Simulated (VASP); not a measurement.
Wanted: the native input for a VASP 6.6.1 run.

```
Task                   : single point
Functional             : PBEsol
Potentials or basis    : VASP PAW PBE potentials, release 64 (Be, Te)
Cutoff                 : 600 eV
k mesh                 : 6 × 6 × 6
Occupations            : fermi-dirac, width 0.02 eV
Spin                   : no spin polarisation
Dipole correction      : no
Further INCAR settings : ALGO = Normal; EDIFF = 1e-06; NBANDS = 11
```

The structure of BeTe lies in POSCAR:

```
BeTe
1.0
    0.0000000000      2.6832298771      2.6832298771
    2.6832298771      0.0000000000      2.6832298771
    2.6832298771      2.6832298771      0.0000000000
Be Te
1 1
Direct
    0.0000000000      0.0000000000      0.0000000000
    0.5000000000      0.5000000000      0.5000000000
```

The input as run:

INCAR

```
SYSTEM = BeTe
PREC = Accurate ; ENCUT = 600
EDIFF = 1E-6 ; ISMEAR = -1
SIGMA = 0.02 ; LREAL = .False.
LASPH = .True. ; NELM = 120
ALGO = Normal ; ISIF = 2
LWAVE = .False. ; LCHARG = .False.
GGA = PS ; NBANDS = 11
GGA_COMPAT = .False.
```

KPOINTS

```
Automatic mesh
0
Gamma
  6 6 6
  0 0 0
```

Potentials or basis: VASP PAW PBE potentials, release 64 (Be, Te).

Launch:

```bash
$ cat potpaw_PBE.64/Be/POTCAR potpaw_PBE.64/Te/POTCAR > POTCAR
$ mpirun -np 1 vasp_std > vasp.out
```

It gave:

```json
{"Pressure": "-2.4 GPa", "Band gap on the k mesh": "zero (bands 4 and 5 overlap by 1.18 eV)"}
```

Caveat: the PAW data sets were made with another functional, which shifts forces and pressure a little; spin-orbit coupling is left out, which moves the levels of the heavy elements.

It took 5.3 s on 1 thread of AMD EPYC 7R13 Processor (Zen 3), with other jobs on the host, peak memory 0.14 GiB.
